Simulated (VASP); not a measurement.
# HfO2 (Fm-3m) in VASP: single point with PBEsol

Aim: the single point of HfO2 with PBEsol.

Program: VASP 6.6.1. These are calculated values, not measurements. Logs are shortened: lines on timing, memory, paths and dates and some standing lists are left out, and cuts for length are marked.

### 1 The cell of the first run

It takes space group Fm-3m (No. 225, cubic). Conventional cell: a = 5.045 Å, b = 5.045 Å, c = 5.045 Å, α = 90.00°, β = 90.00°, γ = 90.00°. Within 2.9 Å of Hf (site symmetry m-3m) lie 8 O at 2.18 Å. O (site symmetry -43m) has 4 Hf at 2.18 Å and 6 O at 2.52 Å within 2.9 Å.

### 2 Single point, PBEsol

Input file INCAR:

```
PREC = Accurate
ENCUT = 600
EDIFF = 1E-6
ISMEAR = 0
SIGMA = 0.1
LREAL = False
LASPH = True
NELM = 120
ALGO = Normal
ISIF = 2
LWAVE = False
LCHARG = False
GGA = PS
NBANDS = 18
GGA_COMPAT = False
```

Input file KPOINTS:

```
regular mesh
0
Gamma
  6 6 6
```

Input file POSCAR:

```
HfO2
1.0
    0.0000000000      2.5226386782      2.5226386782
    2.5226386782      0.0000000000      2.5226386782
    2.5226386782      2.5226386782      0.0000000000
Hf O
1 2
Direct
    0.0000000000      0.0000000000      0.0000000000
    0.2500000000      0.2500000000      0.2500000000
    0.7500000000      0.7500000000      0.7500000000
```

Potentials or basis: VASP PAW PBE potentials, release 64 (Hf_pv, O).

On the command line:

```bash
$ cat potpaw_PBE.64/Hf_pv/POTCAR potpaw_PBE.64/O/POTCAR > POTCAR
$ mpirun -np 1 vasp_std > vasp.out
```

OUTCAR:

```text
PREC = Accurate
   ENCUT = 600
   EDIFF = 1E-6
   ISMEAR = 0
   LREAL = False
   LASPH = True
   NELM = 120
   ISIF = 2
   GGA = PS

 ion  position               nearest neighbor table
   1  0.000  0.000  0.000-   3 2.18   3 2.18   3 2.18   2 2.18   3 2.18   2 2.18   2 2.18   2 2.18

   2  0.250  0.250  0.250-   1 2.18   1 2.18   1 2.18   1 2.18
   3  0.750  0.750  0.750-   1 2.18   1 2.18   1 2.18   1 2.18

  LATTYP: Found a face centered cubic cell.
 ALAT       =     5.0452773564

  Lattice vectors:

 A1 = (   0.0000000000,   2.5226386782,   2.5226386782)
 A2 = (   2.5226386782,   0.0000000000,   2.5226386782)
 A3 = (   2.5226386782,   2.5226386782,   0.0000000000)

Analysis of symmetry for initial positions (statically):
=====================================================================
 Subroutine PRICEL returns:
 Original cell was already a primitive cell.

 Routine SETGRP: Setting up the symmetry group for a
 face centered cubic supercell.

 Subroutine GETGRP returns: Found 48 space group operations
 (whereof 48 operations were pure point group operations)
 out of a pool of 48 trial point group operations.

The static configuration has the point symmetry O_h .

Analysis of symmetry for dynamics (positions and initial velocities):
=====================================================================
 Subroutine PRICEL returns:
 Original cell was already a primitive cell.

 Routine SETGRP: Setting up the symmetry group for a
 face centered cubic supercell.

 Subroutine GETGRP returns: Found 48 space group operations
 (whereof 48 operations were pure point group operations)
 out of a pool of 48 trial point group operations.

The dynamic configuration has the point symmetry O_h .

 Subroutine INISYM returns: Found 48 space group operations
 (whereof 48 operations are pure point group operations),
 and found     1 'primitive' translations

----------------------------------------------------------------------------------------

                                     Primitive cell

  volume of cell :      32.1067

  direct lattice vectors                    reciprocal lattice vectors
     0.000000000  2.522638678  2.522638678    -0.198205159  0.198205159  0.198205159
     2.522638678  0.000000000  2.522638678     0.198205159 -0.198205159  0.198205159
     2.522638678  2.522638678  0.000000000     0.198205159  0.198205159 -0.198205159

  length of vectors
     3.567549832  3.567549832  3.567549832     0.343301405  0.343301405  0.343301405

  position of ions in fractional coordinates (direct lattice)
     0.000000000  0.000000000  0.000000000
     0.250000000  0.250000000  0.250000000
     0.750000000  0.750000000  0.750000000

  ion indices of the primitive-cell ions
   primitive index   ion index
                 1           1
                 2           2
                 3           3

----------------------------------------------------------------------------------------

 KPOINTS: regular mesh

Automatic generation of k-mesh.
 Grid dimensions read from file:
 generate k-points for:    6    6    6

 Generating k-lattice:

  Cartesian coordinates                     Fractional coordinates (reciprocal lattice)
    -0.033034193  0.033034193  0.033034193     0.166666667  0.000000000  0.000000000
     0.033034193 -0.033034193  0.033034193     0.000000000  0.166666667  0.000000000
     0.033034193  0.033034193 -0.033034193     0.000000000  0.000000000  0.166666667

  Length of vectors
     0.057216901  0.057216901  0.057216901

  Shift w.r.t. Gamma in fractional coordinates (k-lattice)
     0.000000000  0.000000000  0.000000000

 Subroutine IBZKPT returns following result:
 ===========================================

 Found     16 irreducible k-points:

 Following reciprocal coordinates:
            Coordinates               Weight
  0.000000  0.000000  0.000000      1.000000
  0.166667  0.000000  0.000000      8.000000
  0.333333  0.000000  0.000000      8.000000
  0.500000  0.000000  0.000000      4.000000
  0.166667  0.166667  0.000000      6.000000
  0.333333  0.166667  0.000000     24.000000
[... 8 lines left out ...]
 -0.333333  0.333333  0.166667     24.000000
 -0.333333  0.500000  0.166667     12.000000
   k-points           NKPTS =     16   k-points in BZ     NKDIM =     16   number of bands    NBANDS=     18
   number of dos      NEDOS =    301   number of ions     NIONS =      3
   total plane-waves  NPLWV =  27000
   dimension x,y,z NGX =    30 NGY =   30 NGZ =   30
   dimension x,y,z NGXF=    60 NGYF=   60 NGZF=   60
   ions per type =               1   2
   NGX,Y,Z   is equivalent  to a cutoff of  13.98, 13.98, 13.98 a.u.
   NGXF,Y,Z  is equivalent  to a cutoff of  27.96, 27.96, 27.96 a.u.
 SYSTEM =  unknown system
   PREC   = accura    normal or accurate (medium, high low for compatibility)
   ISTART =      0    job   : 0-new  1-cont  2-samecut
   ICHARG =      2    charge: 1-file 2-atom 10-const
   ISPIN  =      1    spin polarized calculation?
   LNONCOLLINEAR =      F non collinear calculations
   LSORBIT =      F    spin-orbit coupling
   LASPH  =      T    aspherical Exc in radial PAW
   ENCUT  =  600.0 eV  44.10 Ry    6.64 a.u.   7.13  7.13  7.13*2*pi/ulx,y,z
   NELM   =    120;   NELMIN=  2; NELMDL= -5     # of ELM steps
   EDIFF  = 0.1E-05   stopping-criterion for ELM
   LREAL  =      F    real-space projection
   EDIFFG = 0.1E-04   stopping-criterion for IOM
   NSW    =      0    number of steps for IOM
   IBRION =     -1    ionic relax: 0-MD 1-quasi-New 2-CG
   NFREE  =      0    steps in history (QN), initial steepest desc. (CG)
   ISIF   =      2    stress and relaxation
   ISYM   =      2    0-nonsym 1-usesym 2-fastsym
   POTIM  = 0.5000    time-step for ionic-motion
   TEBEG  =    0.0;   TEEND  =   0.0 temperature during run
   PSTRESS=    0.0 pullay stress
   NELECT =      22.0000    total number of electrons
   NUPDOWN=      -1.0000    fix difference up-down
   EMIN   =  10.00;   EMAX   =-10.00  energy-range for DOS
   EFERMI =   0.00;   METHOD = LEGACY
   ISMEAR =     0;   SIGMA  =   0.10  broadening in eV -4-tet -1-fermi 0-gaus
   EFERMI_NEDOS =   21; number of points for ismear=-14 and -15
   IALGO  =     38    algorithm
   IMIX   =      4    mixing-type and parameters
     AMIX     =   0.40;   BMIX     =  1.00
     AMIX_MAG =   1.60;   BMIX_MAG =  1.00
  volume/ion in A,a.u.               =      10.70        72.22
  Fermi-wavevector in a.u.,A,eV,Ry     =   1.443280  2.727404 28.341724  2.083058
  Thomas-Fermi vector in A             =   2.561706
   LORBIT       =      0    0 simple, 1 ext, 2 COOP (PROOUT), +10 PAW based schemes
   GGA     = PS    functional components
   LHFCALC =     F    Hartree Fock is set to
   AEXX    =    0.0000 exact exchange contribution
   IVDW    =     0    specifies the selected vdW correction
   LEPSILON=     F    determine dielectric tensor
   LRPA    =     F    only Hartree local field effects (RPA)
 non-spin polarized calculation
 Gauss-broadening in eV      SIGMA  =   0.10
  energy-cutoff  :      600.00
  volume of cell :       32.11
 maximum number of plane-waves:      1090
 NGX is ok and might be reduce to    30
   NGX = 15   NGY = 15   NGZ = 15

 number of electron      21.9999999 magnetization

 Free energy of the ion-electron system (eV)
  ---------------------------------------------------
  ext. energy  EPLUGINS =         0.00000000
  ---------------------------------------------------
  free energy    TOTEN  =       -31.63640227 eV

  energy without entropy =      -31.63640227  energy(sigma->0) =      -31.63640227

 E-fermi :   4.7317     XC(G=0): -12.1831

 val. band max:        4.2558645619   @ k =   0.5000   0.5000   0.0000
 cond. band min:       7.9659116672   @ k =   0.5000   0.5000   0.0000
 fundamental gap:      3.7100471053
 Fermi energy:         4.7317270486

 k-point     1 :       0.0000    0.0000    0.0000
  band No.  band energies     occupation
      1     -25.3026      2.00000
      2     -25.3026      2.00000
      3     -25.3026      2.00000
      4     -14.5242      2.00000
      5     -11.3507      2.00000
      6      -1.2364      2.00000
[... 10 lines left out ...]
     17      14.8601      0.00000
     18      17.9278      0.00000

 k-point     2 :       0.1667    0.0000    0.0000
  band No.  band energies     occupation
      1     -25.4280      2.00000
      2     -25.3163      2.00000
      3     -25.3163      2.00000
      4     -14.1496      2.00000
      5     -11.6480      2.00000
      6      -0.9713      2.00000
[... 10 lines left out ...]
     17      14.4085      0.00000
     18      17.5423      0.00000

 k-point     3 :       0.3333    0.0000    0.0000
  band No.  band energies     occupation
      1     -25.6634      2.00000
      2     -25.3434      2.00000
      3     -25.3434      2.00000
      4     -13.4609      2.00000
      5     -12.0506      2.00000
      6      -0.4339      2.00000
[... 10 lines left out ...]
     17      13.8715      0.00000
     18      16.4384      0.00000

 k-point     4 :       0.5000    0.0000    0.0000
  band No.  band energies     occupation
      1     -25.7744      2.00000
      2     -25.3569      2.00000
      3     -25.3569      2.00000
      4     -13.2441      2.00000
      5     -12.0616      2.00000
      6      -0.1838      2.00000
[... 207 lines left out ...]
      4     -12.8144      2.00000
      5     -12.3971      2.00000
      6      -0.8640      2.00000
[... 10 lines left out ...]
     17      15.1696      0.00000
     18      17.6570      0.00000

 k-point    15 :      -0.3333    0.3333    0.1667
  band No.  band energies     occupation
      1     -25.6713      2.00000
      2     -25.5585      2.00000
      3     -25.4086      2.00000
      4     -12.6623      2.00000
      5     -12.3641      2.00000
      6      -0.8532      2.00000
[... 10 lines left out ...]
     17      15.9952      0.00000
     18      17.6374      0.00000

 k-point    16 :      -0.3333    0.5000    0.1667
  band No.  band energies     occupation
      1     -25.7130      2.00000
      2     -25.5312      2.00000
      3     -25.4389      2.00000
      4     -12.5821      2.00000
      5     -12.3442      2.00000
      6      -1.7802      2.00000
[... 10 lines left out ...]
     17      17.2728      0.00000
     18      17.7972      0.00000

------------------------ aborting loop because EDIFF is reached ----------------------------------------

  FORCE on cell =-STRESS in cart. coord.  units (eV):
  Direction    XX          YY          ZZ          XY          YZ          ZX
  --------------------------------------------------------------------------------------
  -------------------------------------------------------------------------------------
  Total       -0.8323591     -0.8323591     -0.8323591     -0.0000000      0.0000000      0.0000000
  in kB      -41.5361430    -41.5361430    -41.5361430     -0.0000000      0.0000000      0.0000000
  external PRESSURE =     -41.5361430 kB  Pullay stress =       0.0000000 kB

 VOLUME and BASIS-vectors are now :
 -----------------------------------------------------------------------------
  energy-cutoff  :      600.00
  volume of cell :       32.11
      direct lattice vectors                 reciprocal lattice vectors
     0.000000000  2.522638678  2.522638678    -0.198205159  0.198205159  0.198205159
     2.522638678  0.000000000  2.522638678     0.198205159 -0.198205159  0.198205159
     2.522638678  2.522638678  0.000000000     0.198205159  0.198205159 -0.198205159

 POSITION                                       TOTAL-FORCE (eV/Angst)
 -----------------------------------------------------------------------------------
      0.00000      0.00000      0.00000        -0.000000     -0.000000     -0.000000
      1.26132      1.26132      1.26132         0.000000      0.000000      0.000000
      3.78396      3.78396      3.78396        -0.000000     -0.000000     -0.000000
 -----------------------------------------------------------------------------------
    total drift:                                0.000000     -0.000000      0.000000

  FREE ENERGIE OF THE ION-ELECTRON SYSTEM (eV)
  ---------------------------------------------------
  free  energy   TOTEN  =       -31.6364022653 eV

  energy  without entropy=      -31.6364022653  energy(sigma->0) =      -31.63640227
```

It took 13 s on 1 thread of AMD EPYC 9R45 (Zen 5), shared host; peak memory 0.13 GiB.

Results:

| Quantity | Value |
| --- | --- |
| Free energy | -31.6364 eV |
| Pressure | -4.2 GPa |
| Band gap on the k mesh | 3.71 eV, direct |

Levels at points of the mesh, in eV from the valence-band top:
```csv
k point,band 9,band 10,band 11,band 12,band 13,band 14
"(0.00, 0.00, 0.00)",-0.62,-0.62,-0.62,3.81,3.81,5.76
"(0.50, 0.00, 0.00)",-2.81,-1.87,-1.87,4.58,4.58,7.09
"(0.50, 0.50, 0.00)",-1.57,-1.57,0.00,3.71,5.51,6.73
```

Caveat: the PAW data sets were made with another functional, which shifts forces and pressure a little; spin-orbit coupling is left out, which moves the levels of the heavy elements. PBEsol gaps usually lie below the measured ones, often by a third to a half.
